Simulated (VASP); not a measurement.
Input of a VASP 6.6.1 run:

File INCAR:

```
SYSTEM = Al
ALGO = Normal
EDIFF = 1E-6
ENCUT = 520
GGA = PE
ISIF = 2
ISMEAR = 0
IVDW = 12
LASPH = .True.
LCHARG = .False.
LREAL = .False.
LWAVE = .False.
NBANDS = 8
NELM = 100
PREC = Accurate
SIGMA = 0.15
```

Contents of KPOINTS:

```
k-points
0
Gamma
  22 22 22
  0 0 0
```

POSCAR

```
Al
1.0
    0.0000000000      2.1682164520      1.8579446777
    2.1682164520      0.0000000000      1.8579446777
    2.1682164520      2.1682164520      0.0000000000
Al
1
Direct
    0.0000000000      0.0000000000      0.0000000000
```

Potentials or basis: VASP PAW PBE potentials, release 64 (Al).

Command:

```bash
$ cat potpaw_PBE.64/Al/POTCAR > POTCAR
$ mpirun -np 1 vasp_std > vasp.out
```

(1) What does it give for the dispersion energy per atom?

(2) Predict the pressure.

(3) Predict the band gap on the k mesh.

Results:

(1) -0.317 eV.

(2) -5.9 GPa.

(3) zero (an odd number of electrons rules out a gap without spin polarisation).

Caveat: the stress differs along the axes, from -8 to -2 GPa.
